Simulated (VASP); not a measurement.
A run of VASP 6.6.1:

Contents of INCAR:

```
PREC = Accurate
ENCUT = 520
EDIFF = 1E-6
ISMEAR = -1
SIGMA = 0.08
LREAL = F
LASPH = T
NELM = 60
ALGO = Normal
ISIF = 2
LWAVE = F
LCHARG = T
GGA = PE
LELF = T
LVHAR = T
NBANDS = 7
```

The input KPOINTS:

```
Automatic mesh
0
Gamma
  20 20 20
```

POSCAR

```
Be
1.0
    0.0000000000      1.4019127829      1.4019127829
    1.4019127829      0.0000000000      1.4019127829
    1.4019127829      1.4019127829      0.0000000000
Be
1
Direct
    0.0000000000      0.0000000000      0.0000000000
```

Potentials or basis: VASP PAW PBE potentials, release 64 (Be).

The run is started by

```bash
$ cat potpaw_PBE.64/Be/POTCAR > POTCAR
$ mpirun -np 1 vasp_std > vasp.out
```

Hardware: 1 thread of Intel Xeon 6975P-C, with other jobs on the host.

Estimate the wall time of this run.

It took 3.8 s on 1 thread of Intel Xeon 6975P-C (shared host), peak memory 0.11 GiB. Counts: scf iterations 11, k points 256.
